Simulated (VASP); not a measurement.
A run of VASP 6.6.1 is set up as follows.

INCAR

```
SYSTEM = F
ALGO     = Normal         ! electronic algorithm
EDIFF    = 1E-6           ! SCF threshold, eV
ENCUT    = 520            ! plane-wave cutoff, eV
GGA      = PE             ! functional
ISIF     = 2              ! what is computed and relaxed
ISMEAR   = -1             ! smearing method
LASPH    = .TRUE.         ! aspherical terms in the spheres
LCHARG   = .FALSE.        ! write CHGCAR
LREAL    = .FALSE.        ! projectors in reciprocal space
LWAVE    = .FALSE.        ! write WAVECAR
NBANDS   = 10             ! bands
NELM     = 80             ! most SCF steps
PREC     = Accurate       ! precision mode
SIGMA    = 0.06122561905347299 ! smearing width, eV
```

KPOINTS

```
k-points
0
G
  25 25 25
  0 0 0
```

The input POSCAR:

```
F
1.0
    2.1912163548      0.0000000000      0.0000000000
    0.0000000000      2.1912163548      0.0000000000
    0.0000000000      0.0000000000      2.1912163548
F
1
Direct
    0.0000000000      0.0000000000      0.0000000000
```

Potentials or basis: VASP PAW PBE potentials, release 64 (F).

The run is started by

```sh
$ cat potpaw_PBE.64/F/POTCAR > POTCAR
$ mpirun -np 1 vasp_std > vasp.out
```

**Question.** Predict the pressure.

**Answer.** -0.7 GPa.

**Question.** Predict the band gap on the k mesh.

**Answer.** Zero (an odd number of electrons rules out a gap without spin polarisation).

Caveat: an odd number of electrons without spin polarisation forces a metal; a magnetic or distorted state may lie lower.
